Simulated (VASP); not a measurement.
Write the native input for VASP 6.6.1 that does the following.

```
Task                   : relaxation of cell and atoms
Functional             : PBE
Potentials or basis    : VASP PAW PBE potentials, release 64 (Mg, Cd, Se)
Cutoff                 : 600 eV
k mesh                 : 4 × 4 × 2
Occupations            : gaussian, width 0.1 eV
Spin                   : no spin polarisation
Dipole correction      : no
Further INCAR settings : ALGO = Normal; EDIFF = 1e-06; IBRION = 2; EDIFFG = -0.04; NSW = 90; ISIF = 3
```

The structure of Mg3CdSe4 lies in POSCAR:

```
Mg3CdSe4
1.0
    4.0509000600      0.0000000000      0.0000000000
    0.0000000000      4.0509000600      0.0000000000
    0.0000000000      0.0000000000     11.4576756100
Mg Cd Se
3 1 4
Direct
    0.0000000000      0.0000000000      0.7500000000
    0.5000000000      0.5000000000      0.0000000000
    0.0000000000      0.0000000000      0.2500000000
    0.5000000000      0.5000000000      0.5000000000
    0.5000000000      0.0000000000      0.1250000000
    0.0000000000      0.5000000000      0.3750000000
    0.5000000000      0.0000000000      0.6250000000
    0.0000000000      0.5000000000      0.8750000000
```

The input as run:

INCAR

```
SYSTEM = Mg3CdSe4
PREC     = Accurate       ! precision mode
ENCUT    = 600            ! plane-wave cutoff, eV
EDIFF    = 1E-6           ! SCF threshold, eV
ISMEAR   = 0              ! smearing method
SIGMA    = 0.1            ! smearing width, eV
LREAL    = .False.        ! projectors in reciprocal space
LASPH    = .True.         ! aspherical terms in the spheres
NELM     = 80             ! most SCF steps
ALGO     = Normal         ! electronic algorithm
ISIF     = 3              ! what is computed and relaxed
LWAVE    = .False.        ! write WAVECAR
LCHARG   = .False.        ! write CHGCAR
GGA      = PE             ! functional
IBRION   = 2              ! ionic algorithm
NSW      = 90             ! ionic steps
EDIFFG   = -0.04          ! ionic threshold
```

KPOINTS

```
Automatic mesh
0
Gamma
  4 4 2
  0 0 0
```

Potentials or basis: VASP PAW PBE potentials, release 64 (Mg, Cd, Se).

Launch:

```sh
$ cat potpaw_PBE.64/Mg/POTCAR potpaw_PBE.64/Cd/POTCAR potpaw_PBE.64/Se/POTCAR > POTCAR
$ mpirun -np 1 vasp_std > vasp.out
```

It gave:

* Relaxed volume: 27.63 Å³/atom
* Relaxed cell: a = 4.295 Å, b = 4.295 Å, c = 11.984 Å, α = 90.00°, β = 90.00°, γ = 90.00°
* Space group after relaxing (to 0.1 Å): P-4m2 (No. 115)
* Energy gained by relaxing: 132.1 meV/atom
* Ionic steps: 10
* Pressure after relaxing: 0.0 GPa
* Largest force after relaxing: 0.015 eV/Å
* Band gap on the k mesh: 1.86 eV

Caveat: the volume moved by over 15 % at a fixed basis, so the end points are rough.

Wall time 3.6 min on 1 thread of Intel(R) Xeon(R) 6975P-C (Granite Rapids) (shared host), peak memory 0.36 GiB.
